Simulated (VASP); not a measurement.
# GaAs (F-43m) in VASP: notebook, part 2 of 2

VASP 6.6.1. The steps go on from the part before.

### Step 4. Single point, PBE

INCAR reads:

```
SYSTEM = GaAs
PREC = Accurate
ENCUT = 520
EDIFF = 1E-6
ISMEAR = -1
SIGMA = 0.2585199978643553
LREAL = .FALSE.
LASPH = .TRUE.
NELM = 100
ALGO = Normal
ISIF = 2
LWAVE = .FALSE.
LCHARG = .FALSE.
GGA = PE
NBANDS = 16
```

KPOINTS reads:

```
regular mesh
0
G
  4 4 4
  0 0 0
```

POSCAR reads:

```
GaAs
1.0
    0.0000000000      2.8750910496      2.8750910496
    2.8750910496      0.0000000000      2.8750910496
    2.8750910496      2.8750910496      0.0000000000
Ga As
1 1
Direct
    0.0000000000      0.0000000000      0.0000000000
    0.2500000000      0.2500000000      0.2500000000
```

Potentials or basis: VASP PAW PBE potentials, release 64 (Ga_d, As).

Run with:

```console
> cat potpaw_PBE.64/Ga_d/POTCAR potpaw_PBE.64/As/POTCAR > POTCAR
> mpirun -np 1 vasp_std > vasp.out
```

OUTCAR:

```text
SYSTEM = GaAs
   PREC = Accurate
   ENCUT = 520
   EDIFF = 1E-6
   ISMEAR = -1
   LREAL = .FALSE.
   LASPH = .TRUE.
   NELM = 100
   ISIF = 2
   GGA = PE

 ion  position               nearest neighbor table
   1  0.000  0.000  0.000-   2 2.49   2 2.49   2 2.49   2 2.49
   2  0.250  0.250  0.250-   1 2.49   1 2.49   1 2.49   1 2.49

  LATTYP: Found a face centered cubic cell.
 ALAT       =     5.7501820992

  Lattice vectors:

[... 318 lines left out ...]

------------------------ aborting loop because EDIFF is reached ----------------------------------------

  FORCE on cell =-STRESS in cart. coord.  units (eV):
  Direction    XX          YY          ZZ          XY          YZ          ZX
  --------------------------------------------------------------------------------------
  -------------------------------------------------------------------------------------
  Total        0.2605282      0.2605282      0.2605282     -0.0000000     -0.0000000     -0.0000000
  in kB        8.7817380      8.7817380      8.7817380     -0.0000000     -0.0000000     -0.0000000
  external PRESSURE =       8.7817380 kB  Pullay stress =       0.0000000 kB

 VOLUME and BASIS-vectors are now :
 -----------------------------------------------------------------------------
  energy-cutoff  :      520.00
  volume of cell :       47.53
      direct lattice vectors                 reciprocal lattice vectors
     0.000000000  2.875091050  2.875091050    -0.173907536  0.173907536  0.173907536
     2.875091050  0.000000000  2.875091050     0.173907536 -0.173907536  0.173907536
     2.875091050  2.875091050  0.000000000     0.173907536  0.173907536 -0.173907536

 POSITION                                       TOTAL-FORCE (eV/Angst)
 -----------------------------------------------------------------------------------
      0.00000      0.00000      0.00000        -0.000000      0.000000     -0.000000
      1.43755      1.43755      1.43755         0.000000     -0.000000      0.000000
 -----------------------------------------------------------------------------------
    total drift:                                0.000002      0.000002      0.000002

  FREE ENERGIE OF THE ION-ELECTRON SYSTEM (eV)
  ---------------------------------------------------
  free  energy   TOTEN  =        -8.1258878227 eV

  energy  without entropy=       -8.0641551082  energy(sigma->0) =       -8.09502147
```

Run time: 16 s. Hardware: 1 thread of AMD EPYC 7R13 (Zen 3), shared host; peak memory 0.13 GiB.

What came out:

```yaml
Free_energy: -8.1259 eV
Pressure: 0.9 GPa
```

Caveat: the k points lie up to 0.47 Å⁻¹ apart.

### Step 5. Single point, LDA

INCAR reads:

```
SYSTEM = GaAs
PREC = Accurate
ENCUT = 520
EDIFF = 1E-6
ISMEAR = 0
SIGMA = 0.1
LREAL = .FALSE.
LASPH = .TRUE.
NELM = 80
ALGO = Normal
ISIF = 2
LWAVE = .FALSE.
LCHARG = .FALSE.
GGA = CA
NBANDS = 16
```

KPOINTS is that of step 4.

POSCAR reads:

```
GaAs
1.0
    0.0000000000      2.8750910496      2.8750910496
    2.8750910496      0.0000000000      2.8750910496
    2.8750910496      2.8750910496      0.0000000000
Ga As
1 1
Direct
    0.9280000000      0.0820000000      0.6340000000
    1.1780000000      0.3320000000      0.8840000000
```

Potentials or basis: VASP PAW LDA potentials, release 64 (Ga_d, As).

Run with:

```console
> cat potpaw_LDA.64/Ga_d/POTCAR potpaw_LDA.64/As/POTCAR > POTCAR
> mpirun -np 1 vasp_std > vasp.out
```

OUTCAR:

```text
SYSTEM = GaAs
   PREC = Accurate
   ENCUT = 520
   EDIFF = 1E-6
   ISMEAR = 0
   LREAL = .FALSE.
   LASPH = .TRUE.
   NELM = 80
   ISIF = 2
   GGA = CA

 ion  position               nearest neighbor table
   1  0.928  0.082  0.634-   2 2.49   2 2.49   2 2.49   2 2.49
   2  0.178  0.332  0.884-   1 2.49   1 2.49   1 2.49   1 2.49

  LATTYP: Found a face centered cubic cell.
 ALAT       =     5.7501820992

  Lattice vectors:

 A1 = (   0.0000000000,   2.8750910496,   2.8750910496)
[... 320 lines left out ...]

------------------------ aborting loop because EDIFF is reached ----------------------------------------

  FORCE on cell =-STRESS in cart. coord.  units (eV):
  Direction    XX          YY          ZZ          XY          YZ          ZX
  --------------------------------------------------------------------------------------
  -------------------------------------------------------------------------------------
  Total       -1.1218574     -1.1218574     -1.1218574      0.0000000      0.0000000      0.0000000
  in kB      -37.8149426    -37.8149426    -37.8149426      0.0000000      0.0000000      0.0000000
  external PRESSURE =     -37.8149426 kB  Pullay stress =       0.0000000 kB

 VOLUME and BASIS-vectors are now :
 -----------------------------------------------------------------------------
  energy-cutoff  :      520.00
  volume of cell :       47.53
      direct lattice vectors                 reciprocal lattice vectors
     0.000000000  2.875091050  2.875091050    -0.173907536  0.173907536  0.173907536
     2.875091050  0.000000000  2.875091050     0.173907536 -0.173907536  0.173907536
     2.875091050  2.875091050  0.000000000     0.173907536  0.173907536 -0.173907536

 POSITION                                       TOTAL-FORCE (eV/Angst)
 -----------------------------------------------------------------------------------
      2.05857      4.49089      2.90384        -0.000000     -0.000000     -0.000000
      3.49611      3.05335      1.46630         0.000000      0.000000      0.000000
 -----------------------------------------------------------------------------------
    total drift:                                0.000002      0.000048      0.000070

  FREE ENERGIE OF THE ION-ELECTRON SYSTEM (eV)
  ---------------------------------------------------
  free  energy   TOTEN  =        -9.4063848243 eV

  energy  without entropy=       -9.4036981852  energy(sigma->0) =       -9.40504150
```

Wall time 12 s (1 thread of AMD EPYC 7R13 (Zen 3), shared host); peak memory 0.11 GiB.

Results:

```yaml
Free_energy: -9.4064 eV
Pressure: -3.8 GPa
Band_gap_on_the_k_mesh: zero (filled and empty bands touch)
```

Caveat: the k points lie up to 0.47 Å⁻¹ apart.

### Step 6. The runs side by side

```csv
level,potentials or basis,smearing,gap on the mesh (eV),pressure (GPa)
PBE,"VASP PAW PBE potentials, release 64 (Ga_d, As)",gaussian 0.1 eV,0.13,0.4
PBE,"VASP PAW PBE potentials, release 64 (Ga_d, As)",methfessel-paxton 0.16 eV,0.13,0.4
PBE,"VASP PAW PBE potentials, release 64 (Ga_d, As)",fermi-dirac 0.25852 eV,-,0.9
LDA,"VASP PAW LDA potentials, release 64 (Ga_d, As)",gaussian 0.1 eV,none,-3.8
```

Alike in all rows: task single point; no spin polarisation; cell as given; k mesh 4 × 4 × 4; cutoff (eV) 520.

Caveats: all runs use coarse meshes.

Total energies depend on the potentials used, so only differences within one code and one set of settings carry meaning.
